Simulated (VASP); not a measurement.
# As (P6/mmm) in VASP: a series of runs

Runs on As. Level: PBE. Tasks: single point, relaxation of cell and atoms.

All numbers are computed with VASP 6.6.1; they aren't measurements. Logs are shortened: lines on timing, memory, paths and dates and some standing lists are left out, and cuts for length are marked.

## Step 1: The cell of the first run

It takes space group P6/mmm (No. 191, hexagonal). Conventional cell: a = 3.644 Å, b = 3.644 Å, c = 2.172 Å, α = 90.00°, β = 90.00°, γ = 120.00°. Within 2.9 Å of As (site symmetry 6/mmm) lie 14 As at 2.17 to 2.37 Å. Within 2.8 Å of As (site symmetry -6m2) lie 11 As at 2.10 to 2.37 Å.

## Step 2: Single point, PBE

File INCAR:

```
SYSTEM = As
  PREC = Accurate
  ENCUT = 520
  EDIFF = 1E-7
  ISMEAR = -1
  SIGMA = 0.1
  LREAL = .False.
  LASPH = .True.
  NELM = 80
  ALGO = Normal
  ISIF = 2
  LWAVE = .False.
  LCHARG = .False.
  GGA = PE
  NBANDS = 14
```

File KPOINTS:

```
regular mesh
0
Gamma
  10 10 14
  0 0 0
```

File POSCAR:

```
As
1.0
    3.6442384912      0.0000000000      0.0000000000
   -1.8221192456      3.1560031108      0.0000000000
    0.0000000000      0.0000000000      2.1719830698
As
3
Direct
    0.0000000000      0.0000000000      0.0000000000
    0.3333333333      0.6666666667      0.5000000000
    0.6666666667      0.3333333333      0.5000000000
```

Potentials or basis: VASP PAW PBE potentials, release 64 (As).

Command:

```bash
> cat potpaw_PBE.64/As/POTCAR > POTCAR
> mpirun -np 1 vasp_std > vasp.out
```

OUTCAR:

```text
SYSTEM = As
   PREC = Accurate
   ENCUT = 520
   EDIFF = 1E-7
   ISMEAR = -1
   LREAL = .False.
   LASPH = .True.
   NELM = 80
   ISIF = 2
   GGA = PE

 ion  position               nearest neighbor table
   1  0.000  0.000  0.000-   2 2.37   3 2.37   2 2.37   3 2.37   2 2.37   2 2.37   3 2.37   3 2.37
                             3 2.37   3 2.37   2 2.37   2 2.37
   2  0.333  0.667  0.500-   3 2.10   3 2.10   3 2.10   1 2.37   1 2.37   1 2.37   1 2.37   1 2.37
                             1 2.37
   3  0.667  0.333  0.500-   2 2.10   2 2.10   2 2.10   1 2.37   1 2.37   1 2.37   1 2.37   1 2.37
                             1 2.37

  LATTYP: Found a hexagonal cell.
 ALAT       =     3.6442384912
 C/A-ratio  =     0.5960046454

  Lattice vectors:

 A1 = (   3.6442384912,   0.0000000000,   0.0000000000)
 A2 = (  -1.8221192456,   3.1560031108,   0.0000000000)
 A3 = (   0.0000000000,   0.0000000000,   2.1719830698)

Analysis of symmetry for initial positions (statically):
=====================================================================
 Subroutine PRICEL returns:
 Original cell was already a primitive cell.

 Routine SETGRP: Setting up the symmetry group for a
 hexagonal supercell.

 Subroutine GETGRP returns: Found 24 space group operations
 (whereof 24 operations were pure point group operations)
 out of a pool of 24 trial point group operations.

The static configuration has the point symmetry D_6h.

Analysis of symmetry for dynamics (positions and initial velocities):
=====================================================================
 Subroutine PRICEL returns:
 Original cell was already a primitive cell.

 Routine SETGRP: Setting up the symmetry group for a
 hexagonal supercell.

 Subroutine GETGRP returns: Found 24 space group operations
 (whereof 24 operations were pure point group operations)
 out of a pool of 24 trial point group operations.

The dynamic configuration has the point symmetry D_6h.

 Subroutine INISYM returns: Found 24 space group operations
 (whereof 24 operations are pure point group operations),
 and found     1 'primitive' translations

----------------------------------------------------------------------------------------

                                     Primitive cell

  volume of cell :      24.9805

  direct lattice vectors                    reciprocal lattice vectors
     3.644238491  0.000000000  0.000000000     0.274405751  0.158428234  0.000000000
    -1.822119246  3.156003111  0.000000000     0.000000000  0.316856468  0.000000000
     0.000000000  0.000000000  2.171983070     0.000000000  0.000000000  0.460408745

  length of vectors
     3.644238491  3.644238491  2.171983070     0.316856468  0.316856468  0.460408745

  position of ions in fractional coordinates (direct lattice)
     0.000000000  0.000000000  0.000000000
     0.333333333  0.666666667  0.500000000
     0.666666667  0.333333333  0.500000000

  ion indices of the primitive-cell ions
   primitive index   ion index
                 1           1
                 2           2
                 3           3

----------------------------------------------------------------------------------------

 KPOINTS: regular mesh

Automatic generation of k-mesh.
 Grid dimensions read from file:
 generate k-points for:   10   10   14

 Generating k-lattice:

  Cartesian coordinates                     Fractional coordinates (reciprocal lattice)
     0.027440575  0.015842823  0.000000000     0.100000000  0.000000000  0.000000000
     0.000000000  0.031685647  0.000000000     0.000000000  0.100000000  0.000000000
     0.000000000  0.000000000  0.032886339     0.000000000  0.000000000  0.071428571

  Length of vectors
     0.031685647  0.031685647  0.032886339

  Shift w.r.t. Gamma in fractional coordinates (k-lattice)
     0.000000000  0.000000000  0.000000000

 Subroutine IBZKPT returns following result:
 ===========================================

 Found    112 irreducible k-points:

 Following reciprocal coordinates:
            Coordinates               Weight
  0.000000  0.000000  0.000000      1.000000
  0.100000 -0.000000  0.000000      6.000000
  0.200000 -0.000000  0.000000      6.000000
  0.300000  0.000000  0.000000      6.000000
  0.400000  0.000000  0.000000      6.000000
  0.500000  0.000000  0.000000      3.000000
[... 16 lines left out ...]
  0.300000  0.100000  0.071429     24.000000
  0.400000  0.100000  0.071429     24.000000
 [... further k-points ...]
   k-points           NKPTS =    112   k-points in BZ     NKDIM =    112   number of bands    NBANDS=     14
   number of dos      NEDOS =    301   number of ions     NIONS =      3
   total plane-waves  NPLWV =  12544
   dimension x,y,z NGX =    28 NGY =   28 NGZ =   16
   dimension x,y,z NGXF=    56 NGYF=   56 NGZF=   32
   ions per type =               3
   NGX,Y,Z   is equivalent  to a cutoff of  12.77, 12.77, 12.25 a.u.
   NGXF,Y,Z  is equivalent  to a cutoff of  25.55, 25.55, 24.49 a.u.
 SYSTEM =  As
   PREC   = accura    normal or accurate (medium, high low for compatibility)
   ISTART =      0    job   : 0-new  1-cont  2-samecut
   ICHARG =      2    charge: 1-file 2-atom 10-const
   ISPIN  =      1    spin polarized calculation?
   LNONCOLLINEAR =      F non collinear calculations
   LSORBIT =      F    spin-orbit coupling
   LASPH  =      T    aspherical Exc in radial PAW
   ENCUT  =  520.0 eV  38.22 Ry    6.18 a.u.   6.78  6.78  4.04*2*pi/ulx,y,z
   NELM   =     80;   NELMIN=  2; NELMDL= -5     # of ELM steps
   EDIFF  = 0.1E-06   stopping-criterion for ELM
   LREAL  =      F    real-space projection
   EDIFFG = 0.1E-05   stopping-criterion for IOM
   NSW    =      0    number of steps for IOM
   IBRION =     -1    ionic relax: 0-MD 1-quasi-New 2-CG
   NFREE  =      0    steps in history (QN), initial steepest desc. (CG)
   ISIF   =      2    stress and relaxation
   ISYM   =      2    0-nonsym 1-usesym 2-fastsym
   POTIM  = 0.5000    time-step for ionic-motion
   TEBEG  =    0.0;   TEEND  =   0.0 temperature during run
   PSTRESS=    0.0 pullay stress
   NELECT =      15.0000    total number of electrons
   NUPDOWN=      -1.0000    fix difference up-down
   EMIN   =  10.00;   EMAX   =-10.00  energy-range for DOS
   EFERMI =   0.00;   METHOD = LEGACY
   ISMEAR =    -1;   SIGMA  =   0.10  broadening in eV -4-tet -1-fermi 0-gaus
   EFERMI_NEDOS =   21; number of points for ismear=-14 and -15
   IALGO  =     38    algorithm
   IMIX   =      4    mixing-type and parameters
     AMIX     =   0.40;   BMIX     =  1.00
     AMIX_MAG =   1.60;   BMIX_MAG =  1.00
  volume/ion in A,a.u.               =       8.33        56.19
  Fermi-wavevector in a.u.,A,eV,Ry     =   1.381142  2.609980 25.953841  1.907554
  Thomas-Fermi vector in A             =   2.505954
   LORBIT       =      0    0 simple, 1 ext, 2 COOP (PROOUT), +10 PAW based schemes
   GGA     = PE    functional components
[... 5 lines left out ...]
 non-spin polarized calculation
  energy-cutoff  :      520.00
  volume of cell :       24.98
 maximum number of plane-waves:       692
 NGX is ok and might be reduce to    28
   NGX = 13   NGY = 13   NGZ =  9

 number of electron      15.0000001 magnetization

 Free energy of the ion-electron system (eV)
  ---------------------------------------------------
  ext. energy  EPLUGINS =         0.00000000
  ---------------------------------------------------
  free energy    TOTEN  =         7.72449974 eV

  energy without entropy =        7.75013316  energy(sigma->0) =        7.73731645

 E-fermi :  20.4323     XC(G=0): -14.7546

 val. band max:       20.4174570066   @ k =   0.2000   0.1000   0.5000
 cond. band min:      20.4539477181   @ k =   0.2000   0.2000   0.0714
 fundamental gap:      0.0364907115
 Fermi energy:        20.4323267864

 k-point     1 :       0.0000    0.0000    0.0000
  band No.  band energies     occupation
      1      -6.3201      2.00000
      2       9.1146      2.00000
      3       9.1146      2.00000
      4       9.3572      2.00000
      5       9.3572      2.00000
      6       9.8110      2.00000
      7       9.8417      2.00000
      8      23.9955      0.00000
      9      28.8105      0.00000
     10      36.5828      0.00000
     11      36.5828      0.00000
     12      37.9924      0.00000
     13      38.0616      0.00000
     14      38.3150      0.00000

 k-point     2 :       0.1000   -0.0000    0.0000
  band No.  band energies     occupation
      1      -6.1645      2.00000
      2       6.4340      2.00000
      3       7.7224      2.00000
      4       8.3281      2.00000
      5      11.0500      2.00000
      6      11.2567      2.00000
      7      12.6826      2.00000
      8      24.1708      0.00000
      9      28.8770      0.00000
     10      34.1081      0.00000
     11      34.2807      0.00000
     12      36.4941      0.00000
     13      37.1670      0.00000
     14      37.7006      0.00000

 k-point     3 :       0.2000   -0.0000    0.0000
  band No.  band energies     occupation
      1      -5.6971      2.00000
      2       3.7635      2.00000
      3       6.5321      2.00000
      4       7.3428      2.00000
      5      13.1413      2.00000
      6      13.1643      2.00000
      7      16.1471      2.00000
      8      24.6930      0.00000
      9      28.9123      0.00000
     10      30.7531      0.00000
     11      30.9397      0.00000
     12      34.1697      0.00000
     13      36.0964      0.00000
     14      36.1258      0.00000
[... 324 lines left out ...]
 k-point    23 :       0.3000    0.1000    0.0714
  band No.  band energies     occupation
      1      -4.1211      2.00000
      2       0.6110      2.00000
      3       3.7449      2.00000
      4       8.5752      2.00000
      5      14.7106      2.00000
      6      19.1430      1.99999
      7      21.8639      0.00000
      8      23.2318      0.00000
      9      24.0078      0.00000
     10      27.6982      0.00000
     11      28.3165      0.00000
     12      31.2981      0.00000
     13      32.7126      0.00000
     14      34.9529      0.00000

 k-point    24 :       0.4000    0.1000    0.0714
  band No.  band energies     occupation
      1      -2.8637      2.00000
      2      -1.2855      2.00000
      3       3.4230      2.00000
      4       8.2734      2.00000
      5      17.4365      2.00000
      6      20.4129      1.09702
      7      21.7647      0.00000
      8      24.3704      0.00000
      9      24.8480      0.00000
     10      25.2643      0.00000
     11      26.8671      0.00000
     12      30.7309      0.00000
     13      31.7147      0.00000
     14      34.3054      0.00000

 [... further k-points ...]
[... 5 lines left out ...]
  --------------------------------------------------------------------------------------
  -------------------------------------------------------------------------------------
  Total       66.8935002     66.8935002     66.8856665      0.0000000      0.0000000      0.0000000
  in kB     4290.3611782   4290.3611782   4289.8587479      0.0000000      0.0000000      0.0000000
  external PRESSURE =    4290.1937014 kB  Pullay stress =       0.0000000 kB

 VOLUME and BASIS-vectors are now :
 -----------------------------------------------------------------------------
  energy-cutoff  :      520.00
  volume of cell :       24.98
      direct lattice vectors                 reciprocal lattice vectors
     3.644238491  0.000000000  0.000000000     0.274405751  0.158428234  0.000000000
    -1.822119246  3.156003111  0.000000000     0.000000000  0.316856468  0.000000000
     0.000000000  0.000000000  2.171983070     0.000000000  0.000000000  0.460408745

 POSITION                                       TOTAL-FORCE (eV/Angst)
 -----------------------------------------------------------------------------------
      0.00000      0.00000      0.00000         0.000000      0.000000      0.000000
     -0.00000      2.10400      1.08599        -0.000000      0.000000      0.000000
      1.82212      1.05200      1.08599         0.000000     -0.000000      0.000000
 -----------------------------------------------------------------------------------
    total drift:                               -0.000000      0.000000     -0.000000

  FREE ENERGIE OF THE ION-ELECTRON SYSTEM (eV)
  ---------------------------------------------------
  free  energy   TOTEN  =         7.7244997436 eV

  energy  without entropy=        7.7501331650  energy(sigma->0) =        7.73731645
```

Wall time 29 s (1 thread of AMD EPYC 7R43 (Zen 3), shared host); peak memory 0.12 GiB.

Results:

```yaml
Free_energy: 7.7245 eV
Pressure: 429.0 GPa
```

Levels at points of the mesh, in eV from the Fermi level:
| k point | band 5 | band 6 | band 7 | band 8 | band 9 | band 10 | band 11 | band 12 |
| --- | --- | --- | --- | --- | --- | --- | --- | --- |
| (0.00, 0.00, 0.00) | -11.08 | -10.62 | -10.59 | 3.56 | 8.38 | 16.15 | 16.15 | 17.56 |
| (0.50, 0.00, 0.00) | 0.17 | 0.41 | 0.46 | 0.59 | 5.37 | 7.75 | 7.80 | 9.24 |
| (0.00, 0.00, 0.50) | -5.47 | -4.38 | -3.16 | -3.16 | -2.19 | -2.19 | -1.79 | 0.14 |
| (0.50, 0.00, 0.50) | -8.25 | -6.97 | -6.60 | -5.30 | 5.92 | 6.01 | 6.80 | 8.23 |

## Step 3: Single point, PBE

File INCAR:

```
SYSTEM = As
PREC = Accurate
ENCUT = 520
EDIFF = 1E-7
ISMEAR = -1
SIGMA = 0.1
LREAL = .False.
LASPH = .True.
NELM = 60
ALGO = Normal
ISIF = 2
LWAVE = .False.
LCHARG = .False.
GGA = PE
NBANDS = 14
```

File KPOINTS:

```
Automatic mesh
0
Gamma
  10 10 14
  0 0 0
```

File POSCAR:

```
As
1.0
    3.6437372013      0.0000000000      0.0000000000
   -1.8218686006      3.1555689810      0.0000000000
    0.0000000000      0.0000000000      2.1717677185
As
3
Direct
    0.0000000000      0.0000000000      0.0000000000
    0.3333333333      0.6666666667      0.5000000000
    0.6666666667      0.3333333333      0.5000000000
```

Potentials or basis: VASP PAW PBE potentials, release 64 (As).

Command:

```bash
> cat potpaw_PBE.64/As/POTCAR > POTCAR
> mpirun -np 1 vasp_std > vasp.out
```

It took 25 s on 1 thread of AMD EPYC 7R43 (Zen 3), shared host; peak memory 0.11 GiB.

It converged, with:

```
Free energy : 7.7495 eV
Pressure    : 429.6 GPa
```

Stress tensor (GPa, compression positive):
```
429.62   0.00   0.00
  0.00 429.62   0.00
  0.00   0.00 429.51
```

Levels at points of the mesh, in eV from the Fermi level:
```tsv
k point	band 6	band 7	band 8	band 9	band 10	band 11
(0.00, 0.00, 0.00)	-10.62	-10.59	3.56	8.38	16.16	16.16
(0.50, 0.00, 0.00)	0.41	0.46	0.59	5.37	7.75	7.80
(0.00, 0.00, 0.50)	-4.38	-3.17	-3.17	-2.19	-2.19	-1.79
(0.50, 0.00, 0.50)	-6.97	-6.60	-5.30	5.92	6.01	6.81
```

(Part 1 of 2 ends here.)
